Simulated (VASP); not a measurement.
GaGe3: single point with PBEsol

The system is GaGe3.

```xyz
4
Lattice="4.2785 0.0000 0.0000 0.0000 4.2785 0.0000 0.0000 0.0000 4.2785" Properties=species:S:1:pos:R:3 pbc="T T T"
Ga    0.0000    0.0000    0.0000
Ge    0.0000    2.1392    2.3104
Ge    2.1392    0.0000    2.1392
Ge    2.1392    2.1392    0.0000
```

```yaml
Program: VASP 6.6.1
Task: single point
Functional: PBEsol
Potentials_or_basis: VASP PAW PBE potentials, release 64 (Ga_d, Ge_d)
Cutoff: 520 eV
k_mesh: 5 × 5 × 5
Occupations: methfessel-paxton, width 0.1 eV
Spin: no spin polarisation
```

* Pressure: -3.8 GPa
* Largest force: 0.266 eV/Å

Forces on the atoms (eV/Å):
```
Ga   0.000  0.000  0.266
Ge   0.000  0.000 -0.180
Ge   0.000  0.000 -0.227
Ge   0.000  0.000  0.141
```

Stress tensor (GPa, compression positive):
```
-3.95  0.00  0.00
 0.00 -3.71  0.00
 0.00  0.00 -3.68
```

Levels at points of the mesh, in eV from the Fermi level:
```
           k point  band 25  band 26  band 27  band 28  band 29  band 30  band 31  band 32
(0.00, 0.00, 0.00)    -3.55    -3.43    -3.08     2.80     2.83     2.84     3.73     3.77
```

Run time: 38 s on 1 thread of Intel(R) Xeon(R) Platinum 8488C (Sapphire Rapids), on a shared host, peak memory 0.21 GiB.

Caveat: the PAW data sets were made with another functional, which shifts forces and pressure a little.
